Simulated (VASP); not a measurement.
Write the native input for VASP 6.6.1 that does the following.

| Item | Value |
| --- | --- |
| Task | single point |
| Functional | PBEsol |
| Potentials or basis | VASP PAW PBE potentials, release 64 (Sc_sv) |
| Cutoff | 520 eV |
| k mesh | 18 × 18 × 18 |
| Occupations | gaussian, width 0.15 eV |
| Spin | no spin polarisation |
| Dipole correction | no |
| Further INCAR settings | ALGO = Fast; EDIFF = 1e-07; NBANDS = 12 |

The structure of Sc lies in POSCAR:

```
Sc
1.0
    0.0000000000      2.3045575000      2.2023850000
    2.3045575000      0.0000000000      2.2023850000
    2.3045575000      2.3045575000      0.0000000000
Sc
1
Direct
    0.0000000000      0.0000000000      0.0000000000
```

This cell differs from its parent crystal: strain +0.015 along x and y, -0.030 along z.

The input as run:

INCAR

```
SYSTEM = Sc
  PREC = Accurate
  ENCUT = 520
  EDIFF = 1E-7
  ISMEAR = 0
  SIGMA = 0.15
  LREAL = .False.
  LASPH = .True.
  NELM = 60
  ALGO = Fast
  ISIF = 2
  LWAVE = .False.
  LCHARG = .False.
  GGA = PS
  NBANDS = 12
```

KPOINTS

```
Automatic mesh
0
Gamma
  18 18 18
  0 0 0
```

Potentials or basis: VASP PAW PBE potentials, release 64 (Sc_sv).

Command:

```console
$ cat potpaw_PBE.64/Sc_sv/POTCAR > POTCAR
$ mpirun -np 1 vasp_std > vasp.out
```

It gave:

The pressure is 0.5 GPa and the band gap on the k mesh is zero (an odd number of electrons rules out a gap without spin polarisation).

Caveat: the cell differs from its parent crystal (strain +0.015 along x and y, -0.030 along z); the PAW data sets were made with another functional, which shifts forces and pressure a little.

Run time: 110 s on 1 thread of Oxide Virtual Turin-like Processor, with other jobs on the host, peak memory 0.21 GiB.
